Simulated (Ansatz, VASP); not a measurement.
# TiNi: VASP beside Ansatz

File INCAR:

```
PREC = Accurate
ENCUT = 520
EDIFF = 1E-7
ISMEAR = -1
SIGMA = 0.05
LREAL = False
LASPH = True
NELM = 150
ALGO = Normal
ISIF = 2
LWAVE = False
LCHARG = False
ISPIN = 2
MAGMOM = 1 1 1 1
LORBIT = 11
LMAXMIX = 4
GGA = PS
NBANDS = 34
```

KPOINTS

```
regular mesh
0
Gamma
  7 9 6
```

POSCAR

```
TiNi
1.0
    4.0860423500      0.0000000000      0.0000000000
    0.0000000000      2.8562042400      0.0000000000
    0.0000000000      0.0000000000      4.5867576300
Ni Ti
2 2
Direct
    0.7500000000      0.0000000000      0.8209744100
    0.2500000000      0.0000000000      0.1790255900
    0.7500000000      0.5000000000      0.2744080600
    0.2500000000      0.5000000000      0.7255919400
```

The input input.yaml:

```yaml
crystal:
  lattice:
    - [4.08604235, 0.0, 0.0]
    - [0.0, 2.85620424, 0.0]
    - [0.0, 0.0, 4.58675763]
  atoms:
    - { symbol: Ni, position: [0.75, 0.0, 0.82097441], spin: 1.0 }
    - { symbol: Ni, position: [0.25, 0.0, 0.17902559], spin: 1.0 }
    - { symbol: Ti, position: [0.75, 0.5, 0.27440806], spin: 1.0 }
    - { symbol: Ti, position: [0.25, 0.5, 0.72559194], spin: 1.0 }
kpoints:
  mp_grid: { grid: [7, 9, 6] }
scf:
  occupations: { method: fermi_dirac, width: 0.05 }
hamiltonian:
  xc: pbesol
  pseudopotentials: { kind: all_electron, lapw: { basis_error: 0.001 } }
magnetization:
  spin_polarized: true
output:
  forces: true
  stress: true
  eigenvalues: true
```

Alike in both runs: task single point; functional PBEsol; k mesh 7 × 9 × 6; occupations fermi-dirac, width 0.05 eV; collinear spin.

```csv
,VASP,Ansatz
version,VASP 6.6.1,Ansatz 0.2.0
potentials or method,"VASP PAW PBE potentials, release 64 (Ni, Ti_sv), cutoff 520 eV","all-electron LAPW, scalar-relativistic"
```

Ansatz gave:

* gap on the k mesh at the Fermi level (eV): none
* pressure (GPa): -2.9
* traceless stress, the component that is largest in VASP (GPa): -0.34
* rms of the force components (eV/Å): 0.033
* net moment per atom (μB): 0.00

Problem. Which values does VASP return?

Solution. gap on the k mesh at the Fermi level (eV): none; pressure (GPa): -2.9; traceless stress, the component that is largest in VASP (GPa): -0.35; rms of the force components (eV/Å): 0.037; net moment per atom (μB): 0.00.

VASP's potentials were made for PBE, not for PBEsol. Atom by atom the forces differ by 0.005 eV/Å (rms over components). A gap of «none» marks a metal or a gap that the smearing closes. Ansatz ran all-electron here, and VASP with PAW potentials.
